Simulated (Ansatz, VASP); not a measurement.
# BiB in VASP and in Ansatz

The input INCAR:

```
SYSTEM = BiB
  PREC = Accurate
  ENCUT = 520
  EDIFF = 1E-7
  ISMEAR = 0
  SIGMA = 0.01
  LREAL = .FALSE.
  LASPH = .TRUE.
  NELM = 60
  ALGO = Normal
  ISIF = 2
  LWAVE = .FALSE.
  LCHARG = .TRUE.
  GGA = PE
  LELF = .TRUE.
  LVHAR = .TRUE.
  NBANDS = 16
```

Contents of KPOINTS:

```
regular mesh
0
G
  8 8 8
  0 0 0
```

The input POSCAR:

```
BiB
1.0
    0.0000000000      2.7448744764      2.7448744764
    2.7448744764      0.0000000000      2.7448744764
    2.7448744764      2.7448744764      0.0000000000
B Bi
1 1
Direct
    0.0000000000      0.0000000000      0.0000000000
    0.2500000000      0.2500000000      0.2500000000
```

Input for Ansatz:

```yaml
crystal:
  lattice:
    - [0.0, 2.7448744764, 2.7448744764]
    - [2.7448744764, 0.0, 2.7448744764]
    - [2.7448744764, 2.7448744764, 0.0]
  atoms:
    - { symbol: B, position: [0.0, 0.0, 0.0] }
    - { symbol: Bi, position: [0.25, 0.25, 0.25] }
kpoints:
  mp_grid: { grid: [8, 8, 8] }
  band_path:
    path:
      - [0.0, 0.0, 0.0]
      - [-0.5, -0.5, 0.0]
      - [-0.375, -0.375, 0.25]
      - [-0.375, 0.0, 0.375]
      - [0.0, 0.0, 0.5]
      - [-0.5, -0.25, 0.25]
    npoints: 1
hamiltonian:
  xc: pbe
scf:
  occupations: { method: fixed }
  n_extra_bands: 4
output:
  forces: true
  stress: true
  eigenvalues: true
```

Alike in both runs: task single point; functional PBE; k mesh 8 × 8 × 8; no spin polarisation.

|  | VASP | Ansatz |
| --- | --- | --- |
| version | VASP 6.6.1 | Ansatz 0.2.0 |
| potentials or method | VASP PAW PBE potentials, release 64 (B, Bi_d) | plane waves, PAW |
| plane-wave cutoff (eV) | 520 | 420 |
| occupations | gaussian, width 0.01 eV | fixed |
| valence electrons in the cell | 18 | 18 |

Ansatz gave:

| Quantity | Value |
| --- | --- |
| gap on the k mesh at the Fermi level (eV) | 0.29 |
| pressure (GPa) | 1.3 |

Task: Which values does VASP return?

Result: gap on the k mesh at the Fermi level (eV): 0.28; pressure (GPa): 1.2.

Spin-orbit coupling is off throughout.
